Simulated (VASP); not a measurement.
# BeZn2Te3 (P4mm) in VASP: a series of runs

BeZn2Te3 is run at these levels: PBE; tasks: single point.

All numbers are computed with VASP 6.6.1; they aren't measurements. Logs are shortened: lines on timing, memory, paths and dates and some standing lists are left out, and cuts for length are marked.

## 1. The cell of the first run

The structure is tetragonal, space group P4mm (No. 99). The conventional cell has a = 4.670 Å, b = 4.670 Å, c = 7.958 Å, α = 90.00°, β = 90.00°, γ = 90.00°. Within 3.0 Å of Be (site symmetry 4mm) lie 1 Zn at 2.28 Å and 4 Te at 2.61 Å. Zn (site symmetry 4mm) has 5 Te at 2.50 to 2.88 Å within 3.3 Å. Zn (site symmetry 4mm) has 1 Be at 2.28 Å within 3.0 Å. Within 3.4 Å of Te (site symmetry 2mm) lie 2 Be at 2.61 Å and 2 Zn at 2.88 Å and 4 Te at 3.30 Å. Within 3.3 Å of Te (site symmetry 4mm) lie 1 Zn at 2.50 Å.

## 2. Single point, PBE

INCAR reads:

```
PREC = Accurate
ENCUT = 520
EDIFF = 1E-6
ISMEAR = 0
SIGMA = 0.1
LREAL = False
LASPH = True
NELM = 60
ALGO = Normal
ISIF = 2
LWAVE = False
LCHARG = True
GGA = PE
LELF = True
LVHAR = True
NBANDS = 31
```

KPOINTS reads:

```
regular mesh
0
Gamma
  8 8 6
```

POSCAR reads:

```
BeZn2Te3
1.0
    4.6703179246      0.0000000000      0.0000000000
    0.0000000000      4.6703179246      0.0000000000
    0.0000000000      0.0000000000      7.9583683031
Be Zn Te
1 2 3
Direct
    0.0000000000      0.0000000000      0.7403603252
    0.5000000000      0.5000000000      0.6743363141
    0.0000000000      0.0000000000      0.4534670983
    0.5000000000      0.0000000000      0.8856944490
    0.0000000000      0.5000000000      0.8856944490
    0.5000000000      0.5000000000      0.3604464046
```

Potentials or basis: VASP PAW PBE potentials, release 64 (Be, Zn, Te).

Started as:

```
> cat potpaw_PBE.64/Be/POTCAR potpaw_PBE.64/Zn/POTCAR potpaw_PBE.64/Te/POTCAR > POTCAR
> mpirun -np 1 vasp_std > vasp.out
```

OUTCAR:

```text
PREC = Accurate
   ENCUT = 520
   EDIFF = 1E-6
   ISMEAR = 0
   LREAL = False
   LASPH = True
   NELM = 60
   ISIF = 2
   GGA = PE

 ion  position               nearest neighbor table
   1  0.000  0.000  0.740-   3 2.28   4 2.61   5 2.61   5 2.61   4 2.61
   2  0.500  0.500  0.674-   6 2.50   5 2.88   4 2.88   4 2.88   5 2.88
   3  0.000  0.000  0.453-   1 2.28
   4  0.500  0.000  0.886-   1 2.61   1 2.61   2 2.88   2 2.88   5 3.30   5 3.30   5 3.30   5 3.30

   5  0.000  0.500  0.886-   1 2.61   1 2.61   2 2.88   2 2.88   4 3.30   4 3.30   4 3.30   4 3.30

   6  0.500  0.500  0.360-   2 2.50

  LATTYP: Found a simple tetragonal cell.
 ALAT       =     4.6703179246
 C/A-ratio  =     1.7040313811

  Lattice vectors:

 A1 = (   4.6703179246,   0.0000000000,   0.0000000000)
 A2 = (   0.0000000000,   4.6703179246,   0.0000000000)
 A3 = (   0.0000000000,   0.0000000000,   7.9583683031)

Analysis of symmetry for initial positions (statically):
=====================================================================
 Subroutine PRICEL returns:
 Original cell was already a primitive cell.

 Routine SETGRP: Setting up the symmetry group for a
 simple tetragonal supercell.

 Subroutine GETGRP returns: Found  8 space group operations
 (whereof  8 operations were pure point group operations)
 out of a pool of 16 trial point group operations.

The static configuration has the point symmetry C_4v.

Analysis of symmetry for dynamics (positions and initial velocities):
=====================================================================
 Subroutine PRICEL returns:
 Original cell was already a primitive cell.

 Routine SETGRP: Setting up the symmetry group for a
 simple tetragonal supercell.

 Subroutine GETGRP returns: Found  8 space group operations
 (whereof  8 operations were pure point group operations)
 out of a pool of 16 trial point group operations.

The dynamic configuration has the point symmetry C_4v.

 Subroutine INISYM returns: Found  8 space group operations
 (whereof  8 operations are pure point group operations),
 and found     1 'primitive' translations

----------------------------------------------------------------------------------------

                                     Primitive cell

  volume of cell :     173.5869

  direct lattice vectors                    reciprocal lattice vectors
     4.670317925  0.000000000  0.000000000     0.214118186  0.000000000  0.000000000
     0.000000000  4.670317925  0.000000000     0.000000000  0.214118186  0.000000000
     0.000000000  0.000000000  7.958368303     0.000000000  0.000000000  0.125653898

  length of vectors
     4.670317925  4.670317925  7.958368303     0.214118186  0.214118186  0.125653898

  position of ions in fractional coordinates (direct lattice)
     0.000000000  0.000000000  0.740360325
     0.500000000  0.500000000  0.674336314
     0.000000000  0.000000000  0.453467098
     0.500000000  0.000000000  0.885694449
     0.000000000  0.500000000  0.885694449
     0.500000000  0.500000000  0.360446405

  ion indices of the primitive-cell ions
   primitive index   ion index
                 1           1
                 2           2
                 3           3
                 4           4
                 5           5
                 6           6

----------------------------------------------------------------------------------------

 KPOINTS: regular mesh

Automatic generation of k-mesh.
 Grid dimensions read from file:
 generate k-points for:    8    8    6

 Generating k-lattice:

  Cartesian coordinates                     Fractional coordinates (reciprocal lattice)
     0.026764773  0.000000000  0.000000000     0.125000000  0.000000000  0.000000000
     0.000000000  0.026764773  0.000000000     0.000000000  0.125000000  0.000000000
     0.000000000  0.000000000  0.020942316     0.000000000  0.000000000  0.166666667

  Length of vectors
     0.026764773  0.026764773  0.020942316

  Shift w.r.t. Gamma in fractional coordinates (k-lattice)
     0.000000000  0.000000000  0.000000000

 Subroutine IBZKPT returns following result:
 ===========================================

 Found     60 irreducible k-points:

 Following reciprocal coordinates:
            Coordinates               Weight
  0.000000  0.000000  0.000000      1.000000
  0.125000  0.000000  0.000000      4.000000
  0.250000  0.000000  0.000000      4.000000
  0.375000  0.000000  0.000000      4.000000
  0.500000  0.000000  0.000000      2.000000
  0.125000  0.125000  0.000000      4.000000
[... 16 lines left out ...]
  0.375000  0.125000  0.166667     16.000000
  0.500000  0.125000  0.166667      8.000000
 [... further k-points ...]
   k-points           NKPTS =     60   k-points in BZ     NKDIM =     60   number of bands    NBANDS=     31
   number of dos      NEDOS =    301   number of ions     NIONS =      6
   total plane-waves  NPLWV =  77760
   dimension x,y,z NGX =    36 NGY =   36 NGZ =   60
   dimension x,y,z NGXF=    72 NGYF=   72 NGZF=  120
   ions per type =               1   2   3
   NGX,Y,Z   is equivalent  to a cutoff of  12.81, 12.81, 12.53 a.u.
   NGXF,Y,Z  is equivalent  to a cutoff of  25.63, 25.63, 25.07 a.u.
 SYSTEM =  unknown system
   PREC   = accura    normal or accurate (medium, high low for compatibility)
   ISTART =      0    job   : 0-new  1-cont  2-samecut
   ICHARG =      2    charge: 1-file 2-atom 10-const
   ISPIN  =      1    spin polarized calculation?
   LNONCOLLINEAR =      F non collinear calculations
   LSORBIT =      F    spin-orbit coupling
   LASPH  =      T    aspherical Exc in radial PAW
   ENCUT  =  520.0 eV  38.22 Ry    6.18 a.u.   8.68  8.68 14.80*2*pi/ulx,y,z
   NELM   =     60;   NELMIN=  2; NELMDL= -5     # of ELM steps
   EDIFF  = 0.1E-05   stopping-criterion for ELM
   LREAL  =      F    real-space projection
[... 7 lines left out ...]
   TEBEG  =    0.0;   TEEND  =   0.0 temperature during run
   PSTRESS=    0.0 pullay stress
   NELECT =      44.0000    total number of electrons
   NUPDOWN=      -1.0000    fix difference up-down
   EMIN   =  10.00;   EMAX   =-10.00  energy-range for DOS
   EFERMI =   0.00;   METHOD = LEGACY
   ISMEAR =     0;   SIGMA  =   0.10  broadening in eV -4-tet -1-fermi 0-gaus
   EFERMI_NEDOS =   21; number of points for ismear=-14 and -15
   IALGO  =     38    algorithm
   IMIX   =      4    mixing-type and parameters
     AMIX     =   0.40;   BMIX     =  1.00
     AMIX_MAG =   1.60;   BMIX_MAG =  1.00
  volume/ion in A,a.u.               =      28.93       195.24
  Fermi-wavevector in a.u.,A,eV,Ry     =   1.036064  1.957878 14.604894  1.073429
  Thomas-Fermi vector in A             =   2.170437
   LORBIT       =      0    0 simple, 1 ext, 2 COOP (PROOUT), +10 PAW based schemes
   GGA     = PE    functional components
   LHFCALC =     F    Hartree Fock is set to
   AEXX    =    0.0000 exact exchange contribution
   IVDW    =     0    specifies the selected vdW correction
   LEPSILON=     F    determine dielectric tensor
   LRPA    =     F    only Hartree local field effects (RPA)
 non-spin polarized calculation
 Gauss-broadening in eV      SIGMA  =   0.10
  energy-cutoff  :      520.00
  volume of cell :      173.59
 maximum number of plane-waves:      4701
 NGX is ok and might be reduce to    36
   NGX = 17   NGY = 17   NGZ = 29

 number of electron      43.9999958 magnetization

 Free energy of the ion-electron system (eV)
  ---------------------------------------------------
  ext. energy  EPLUGINS =         0.00000000
  ---------------------------------------------------
  free energy    TOTEN  =       -14.03281475 eV

  energy without entropy =      -14.01079185  energy(sigma->0) =      -14.02180330

 E-fermi :   3.1380     XC(G=0):  -8.6554

 val. band max:        3.1376916104   @ k =   0.5000   0.2500   0.1667
 cond. band min:       3.1397651178   @ k =   0.5000   0.2500   0.0000
 fundamental gap:      0.0020735074
 Fermi energy:         3.1379542851

 k-point     1 :       0.0000    0.0000    0.0000
  band No.  band energies     occupation
      1      -9.8604      2.00000
      2      -7.1392      2.00000
      3      -6.4249      2.00000
      4      -3.9863      2.00000
      5      -3.9863      2.00000
      6      -3.8881      2.00000
[... 23 lines left out ...]
     30       8.3826      0.00000
     31       8.8732      0.00000

 k-point     2 :       0.1250    0.0000    0.0000
  band No.  band energies     occupation
      1      -9.7719      2.00000
      2      -7.1158      2.00000
      3      -6.6385      2.00000
      4      -3.9819      2.00000
      5      -3.9668      2.00000
      6      -3.8809      2.00000
[... 23 lines left out ...]
     30       8.6074      0.00000
     31       9.2179      0.00000

 k-point     3 :       0.2500    0.0000    0.0000
  band No.  band energies     occupation
      1      -9.5097      2.00000
      2      -7.2016      2.00000
      3      -7.0308      2.00000
      4      -3.9709      2.00000
      5      -3.9277      2.00000
      6      -3.8632      2.00000
[... 23 lines left out ...]
     30       8.5007      0.00000
     31       9.3108      0.00000

 k-point     4 :       0.3750    0.0000    0.0000
  band No.  band energies     occupation
      1      -9.0848      2.00000
      2      -7.8609      2.00000
      3      -6.9787      2.00000
      4      -3.9588      2.00000
      5      -3.8941      2.00000
      6      -3.8452      2.00000
[... 635 lines left out ...]
     30       8.6808      0.00000
     31       9.0989      0.00000

 k-point    23 :       0.3750    0.1250    0.1667
  band No.  band energies     occupation
      1      -9.0128      2.00000
      2      -7.8514      2.00000
      3      -6.9756      2.00000
      4      -3.9576      2.00000
      5      -3.8923      2.00000
      6      -3.8644      2.00000
[... 23 lines left out ...]
     30       8.5625      0.00000
     31       9.1871      0.00000

 k-point    24 :       0.5000    0.1250    0.1667
  band No.  band energies     occupation
      1      -8.4731      2.00000
      2      -8.4670      2.00000
      3      -6.9488      2.00000
      4      -3.9495      2.00000
      5      -3.8787      2.00000
      6      -3.8731      2.00000
[... 23 lines left out ...]
     30       8.3185      0.00000
     31       8.8162      0.00000

 [... further k-points ...]

------------------------ aborting loop because EDIFF is reached ----------------------------------------

  FORCE on cell =-STRESS in cart. coord.  units (eV):
  Direction    XX          YY          ZZ          XY          YZ          ZX
  --------------------------------------------------------------------------------------
  -------------------------------------------------------------------------------------
  Total        0.0487762      0.0487762      0.0708228      0.0000000      0.0000000      0.0000000
  in kB        0.4501956      0.4501956      0.6536820      0.0000000      0.0000000      0.0000000
  external PRESSURE =       0.5180244 kB  Pullay stress =       0.0000000 kB

 VOLUME and BASIS-vectors are now :
 -----------------------------------------------------------------------------
  energy-cutoff  :      520.00
  volume of cell :      173.59
      direct lattice vectors                 reciprocal lattice vectors
     4.670317925  0.000000000  0.000000000     0.214118186  0.000000000  0.000000000
     0.000000000  4.670317925  0.000000000     0.000000000  0.214118186  0.000000000
     0.000000000  0.000000000  7.958368303     0.000000000  0.000000000  0.125653898

 POSITION                                       TOTAL-FORCE (eV/Angst)
 -----------------------------------------------------------------------------------
      0.00000      0.00000      5.89206        -0.000000     -0.000000      0.003530
      2.33516      2.33516      5.36662        -0.000000      0.000000      0.009855
      0.00000      0.00000      3.60886        -0.000000     -0.000000     -0.007080
      2.33516      0.00000      7.04868        -0.000000     -0.000000      0.007029
      0.00000      2.33516      7.04868        -0.000000     -0.000000      0.007029
      2.33516      2.33516      2.86857         0.000000     -0.000000     -0.020363
 -----------------------------------------------------------------------------------
    total drift:                                0.000000      0.000000     -0.000163

  FREE ENERGIE OF THE ION-ELECTRON SYSTEM (eV)
  ---------------------------------------------------
  free  energy   TOTEN  =       -14.0328147490 eV

  energy  without entropy=      -14.0107918476  energy(sigma->0) =      -14.02180330
```

It took 4.9 min on 1 thread of AMD EPYC 7R43 (Zen 3), shared host; peak memory 0.41 GiB.

What came out:

```
Free energy            : -14.0328 eV
Pressure               : 0.1 GPa
Largest force          : 0.020 eV/Å
Band gap on the k mesh : zero (band 22 reaches 4.53 eV, above the bottom of band 23 at 2.76 eV)
```

Forces on the atoms (eV/Å):
```
Be   0.000  0.000  0.004
Zn   0.000  0.000  0.010
Zn   0.000  0.000 -0.007
Te   0.000  0.000  0.007
Te   0.000  0.000  0.007
Te   0.000  0.000 -0.020
```

Levels at points of the mesh, in eV from the Fermi level:
| k point | band 19 | band 20 | band 21 | band 22 | band 23 | band 24 | band 25 | band 26 |
| --- | --- | --- | --- | --- | --- | --- | --- | --- |
| (0.00, 0.00, 0.00) | -0.70 | -0.70 | -0.39 | -0.37 | 0.45 | 0.45 | 2.00 | 2.85 |
| (0.50, 0.00, 0.00) | -2.46 | -2.43 | -1.08 | -0.10 | 0.38 | 2.78 | 3.02 | 3.06 |
| (0.50, 0.50, 0.00) | -2.58 | -1.84 | -1.84 | 0.83 | 2.11 | 2.41 | 2.44 | 4.45 |
| (0.00, 0.00, 0.50) | -0.78 | -0.78 | -0.39 | -0.20 | 0.43 | 0.43 | 2.03 | 3.21 |
| (0.50, 0.00, 0.50) | -2.18 | -1.91 | -1.83 | -0.21 | -0.17 | 2.72 | 2.86 | 3.30 |
| (0.50, 0.50, 0.50) | -2.09 | -1.28 | -1.28 | 1.12 | 1.37 | 2.11 | 2.41 | 3.37 |

Caveat: spin-orbit coupling is left out, which moves the levels of the heavy elements.

(Continued in part 2 of 2.)
